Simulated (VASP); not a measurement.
# YHf2Ge3 (P4/mmm) in VASP: single point with PBE

Aim: the single point of YHf2Ge3 with PBE.

Program: VASP 6.6.1. These are calculated values, not measurements. Logs are shortened: lines on timing, memory, paths and dates and some standing lists are left out, and cuts for length are marked.

## (1) The cell of the first run

It takes space group P4/mmm (No. 123, tetragonal). The conventional cell has a = 4.962 Å, b = 4.962 Å, c = 10.191 Å, α = 90.00°, β = 90.00°, γ = 90.00°. Within 3.6 Å of Y (site symmetry 4/mmm) lie 2 Ge at 2.75 Å. Within 3.6 Å of Hf (site symmetry mmm) lie 6 Ge at 2.48 to 3.41 Å and 4 Hf at 3.51 Å. Ge (site symmetry 4mm) has 1 Ge at 2.35 Å and 1 Y at 2.75 Å within 3.1 Å. Ge (site symmetry 4/mmm) has 2 Ge at 2.35 Å and 4 Hf at 2.48 Å within 3.1 Å.

The cell was built from a structure type or drawn by symmetry, and may not be a known phase.

## (2) Single point, PBE

The input, INCAR:

```
SYSTEM = YHf2Ge3
PREC     = Accurate       ! precision mode
ENCUT    = 520            ! plane-wave cutoff, eV
EDIFF    = 1E-7           ! SCF threshold, eV
ISMEAR   = 0              ! smearing method
SIGMA    = 0.1            ! smearing width, eV
LREAL    = .FALSE.        ! projectors in reciprocal space
LASPH    = .TRUE.         ! aspherical terms in the spheres
NELM     = 60             ! most SCF steps
ALGO     = Normal         ! electronic algorithm
ISIF     = 2              ! what is computed and relaxed
LWAVE    = .FALSE.        ! write WAVECAR
LCHARG   = .FALSE.        ! write CHGCAR
GGA      = PE             ! functional
NBANDS   = 46             ! bands
```

The input, KPOINTS:

```
Automatic mesh
0
G
  8 8 4
  0 0 0
```

The input, POSCAR:

```
YHf2Ge3
1.0
    4.9615668333      0.0000000000      0.0000000000
    0.0000000000      4.9615668333      0.0000000000
    0.0000000000      0.0000000000     10.1912944455
Y Hf Ge
1 2 3
Direct
    0.0000000000      0.0000000000      0.0000000000
    0.5000000000      0.0000000000      0.5000000000
    0.0000000000      0.5000000000      0.5000000000
    0.0000000000      0.0000000000      0.2697965500
    0.0000000000      0.0000000000      0.7302034500
    0.0000000000      0.0000000000      0.5000000000
```

Potentials or basis: VASP PAW PBE potentials, release 64 (Y_sv, Hf_pv, Ge_d).

Run with:

```console
$ cat potpaw_PBE.64/Y_sv/POTCAR potpaw_PBE.64/Hf_pv/POTCAR potpaw_PBE.64/Ge_d/POTCAR > POTCAR
$ mpirun -np 1 vasp_std > vasp.out
```

OUTCAR:

```text
SYSTEM = YHf2Ge3
   PREC = Accurate
   ENCUT = 520
   EDIFF = 1E-7
   ISMEAR = 0
   LREAL = .FALSE.
   LASPH = .TRUE.
   NELM = 60
   ISIF = 2
   GGA = PE

 ion  position               nearest neighbor table
   1  0.000  0.000  0.000-   4 2.75   5 2.75
   2  0.500  0.000  0.500-   6 2.48   6 2.48   3 3.51   3 3.51   3 3.51   3 3.51
   3  0.000  0.500  0.500-   6 2.48   6 2.48   2 3.51   2 3.51   2 3.51   2 3.51
   4  0.000  0.000  0.270-   6 2.35   1 2.75
   5  0.000  0.000  0.730-   6 2.35   1 2.75
   6  0.000  0.000  0.500-   4 2.35   5 2.35   2 2.48   3 2.48   3 2.48   2 2.48

  LATTYP: Found a simple tetragonal cell.
 ALAT       =     4.9615668333
 C/A-ratio  =     2.0540475999

  Lattice vectors:

 A1 = (   4.9615668333,   0.0000000000,   0.0000000000)
 A2 = (   0.0000000000,   4.9615668333,   0.0000000000)
 A3 = (   0.0000000000,   0.0000000000,  10.1912944455)

Analysis of symmetry for initial positions (statically):
=====================================================================
 Subroutine PRICEL returns:
 Original cell was already a primitive cell.

 Routine SETGRP: Setting up the symmetry group for a
 simple tetragonal supercell.

 Subroutine GETGRP returns: Found 16 space group operations
 (whereof 16 operations were pure point group operations)
 out of a pool of 16 trial point group operations.

The static configuration has the point symmetry D_4h.

Analysis of symmetry for dynamics (positions and initial velocities):
=====================================================================
 Subroutine PRICEL returns:
 Original cell was already a primitive cell.

 Routine SETGRP: Setting up the symmetry group for a
 simple tetragonal supercell.

 Subroutine GETGRP returns: Found 16 space group operations
 (whereof 16 operations were pure point group operations)
 out of a pool of 16 trial point group operations.

The dynamic configuration has the point symmetry D_4h.

 Subroutine INISYM returns: Found 16 space group operations
 (whereof 16 operations are pure point group operations),
 and found     1 'primitive' translations

----------------------------------------------------------------------------------------

                                     Primitive cell

  volume of cell :     250.8806

  direct lattice vectors                    reciprocal lattice vectors
[... 95 lines left out ...]
   EDIFF  = 0.1E-06   stopping-criterion for ELM
   LREAL  =      F    real-space projection
   EDIFFG = 0.1E-05   stopping-criterion for IOM
   NSW    =      0    number of steps for IOM
   IBRION =     -1    ionic relax: 0-MD 1-quasi-New 2-CG
   NFREE  =      0    steps in history (QN), initial steepest desc. (CG)
   ISIF   =      2    stress and relaxation
   ISYM   =      2    0-nonsym 1-usesym 2-fastsym
   POTIM  = 0.5000    time-step for ionic-motion
   TEBEG  =    0.0;   TEEND  =   0.0 temperature during run
   PSTRESS=    0.0 pullay stress
   NELECT =      73.0000    total number of electrons
   NUPDOWN=      -1.0000    fix difference up-down
   EMIN   =  10.00;   EMAX   =-10.00  energy-range for DOS
   EFERMI =   0.00;   METHOD = LEGACY
   ISMEAR =     0;   SIGMA  =   0.10  broadening in eV -4-tet -1-fermi 0-gaus
   EFERMI_NEDOS =   21; number of points for ismear=-14 and -15
   IALGO  =     38    algorithm
   IMIX   =      4    mixing-type and parameters
     AMIX     =   0.40;   BMIX     =  1.00
     AMIX_MAG =   1.60;   BMIX_MAG =  1.00
  volume/ion in A,a.u.               =      41.81       282.17
  Fermi-wavevector in a.u.,A,eV,Ry     =   1.084826  2.050024 16.011983  1.176848
  Thomas-Fermi vector in A             =   2.220925
   LORBIT       =      0    0 simple, 1 ext, 2 COOP (PROOUT), +10 PAW based schemes
   GGA     = PE    functional components
   LHFCALC =     F    Hartree Fock is set to
   AEXX    =    0.0000 exact exchange contribution
   IVDW    =     0    specifies the selected vdW correction
   LEPSILON=     F    determine dielectric tensor
   LRPA    =     F    only Hartree local field effects (RPA)
 non-spin polarized calculation
 Gauss-broadening in eV      SIGMA  =   0.10
  energy-cutoff  :      520.00
  volume of cell :      250.88
 maximum number of plane-waves:      6802
 NGX is ok and might be reduce to    40
   NGX = 19   NGY = 19   NGZ = 37

 number of electron      72.9999995 magnetization

 Free energy of the ion-electron system (eV)
  ---------------------------------------------------
  ext. energy  EPLUGINS =         0.00000000
  ---------------------------------------------------
  free energy    TOTEN  =       -32.80324097 eV

  energy without entropy =      -32.76841199  energy(sigma->0) =      -32.78582648

 E-fermi :   1.0781     XC(G=0):  -7.6272

 val. band max:        1.0772705062   @ k =   0.5000   0.1250   0.0000
 cond. band min:       1.0983643884   @ k =   0.5000   0.3750   0.0000
 fundamental gap:      0.0210938821
 Fermi energy:         1.0781089727

 k-point     1 :       0.0000    0.0000    0.0000
  band No.  band energies     occupation
      1     -43.2144      2.00000
      2     -30.5806      2.00000
      3     -30.5521      2.00000
      4     -30.4705      2.00000
      5     -30.4705      2.00000
      6     -30.3163      2.00000
[... 1165 lines left out ...]
     45       2.6798      0.00000
     46       2.9693      0.00000

 [... further k-points ...]

------------------------ aborting loop because EDIFF is reached ----------------------------------------

  FORCE on cell =-STRESS in cart. coord.  units (eV):
  Direction    XX          YY          ZZ          XY          YZ          ZX
  --------------------------------------------------------------------------------------
  -------------------------------------------------------------------------------------
  Total       -0.2017119     -0.2017119     -0.0055478      0.0000000      0.0000000     -0.0000000
  in kB       -1.2881758     -1.2881758     -0.0354293      0.0000000      0.0000000     -0.0000000
  external PRESSURE =      -0.8705936 kB  Pullay stress =       0.0000000 kB

 VOLUME and BASIS-vectors are now :
 -----------------------------------------------------------------------------
  energy-cutoff  :      520.00
  volume of cell :      250.88
      direct lattice vectors                 reciprocal lattice vectors
     4.961566833  0.000000000  0.000000000     0.201549235  0.000000000  0.000000000
     0.000000000  4.961566833  0.000000000     0.000000000  0.201549235  0.000000000
     0.000000000  0.000000000 10.191294446     0.000000000  0.000000000  0.098122962

 POSITION                                       TOTAL-FORCE (eV/Angst)
 -----------------------------------------------------------------------------------
      0.00000      0.00000      0.00000         0.000000      0.000000      0.000000
      2.48078      0.00000      5.09565         0.000000      0.000000      0.000000
      0.00000      2.48078      5.09565         0.000000      0.000000      0.000000
      0.00000      0.00000      2.74958         0.000000      0.000000     -0.000127
      0.00000      0.00000      7.44172         0.000000      0.000000      0.000127
      0.00000      0.00000      5.09565         0.000000      0.000000      0.000000
 -----------------------------------------------------------------------------------
    total drift:                               -0.000000     -0.000000     -0.000000

  FREE ENERGIE OF THE ION-ELECTRON SYSTEM (eV)
  ---------------------------------------------------
  free  energy   TOTEN  =       -32.8032409685 eV

  energy  without entropy=      -32.7684119896  energy(sigma->0) =      -32.78582648
```

stdout:

```text
POSCAR found type information on POSCAR Y HfGe
 POSCAR found :  3 types and       6 ions
 scaLAPACK will be used
 LDA part: xc-table for (Slater+PW92), standard interpolation
 POSCAR, INCAR and KPOINTS ok, starting setup
 FFT: planning ... GRIDC
 FFT: planning ... GRID_SOFT
 FFT: planning ... GRID
 WAVECAR not read
 entering main loop
```

Wall time 12 min (1 thread of Intel Xeon Platinum 8375C at 2.90GHz (Ice Lake), shared host); peak memory 0.68 GiB.

What came out:

```yaml
Free_energy: -32.8032 eV
Pressure: -0.1 GPa
Band_gap_on_the_k_mesh: zero (an odd number of electrons rules out a gap without spin polarisation)
```

Levels at points of the mesh, in eV from the Fermi level:
| k point | band 33 | band 34 | band 35 | band 36 | band 37 | band 38 | band 39 | band 40 | band 41 | band 42 |
| --- | --- | --- | --- | --- | --- | --- | --- | --- | --- | --- |
| (0.00, 0.00, 0.00) | -1.34 | -1.34 | -1.20 | -1.14 | -0.50 | 0.43 | 0.91 | 0.91 | 1.07 | 1.63 |
| (0.50, 0.00, 0.00) | -1.13 | -1.06 | -0.49 | -0.32 | -0.05 | 0.04 | 0.82 | 0.84 | 1.07 | 1.28 |
| (0.50, 0.50, 0.00) | -1.22 | -0.83 | -0.83 | -0.12 | 0.23 | 0.49 | 0.61 | 0.61 | 0.66 | 1.66 |
| (0.00, 0.00, 0.50) | -1.23 | -1.23 | -1.14 | -0.78 | 0.25 | 0.49 | 0.62 | 0.62 | 0.96 | 1.63 |
| (0.50, 0.00, 0.50) | -1.22 | -0.91 | -0.42 | -0.01 | 0.04 | 0.34 | 0.39 | 1.04 | 1.10 | 1.19 |
| (0.50, 0.50, 0.50) | -1.04 | -0.95 | -0.95 | -0.16 | 0.33 | 0.57 | 0.57 | 0.60 | 1.13 | 1.13 |

Caveat: spin-orbit coupling is left out, which moves the levels of the heavy elements.
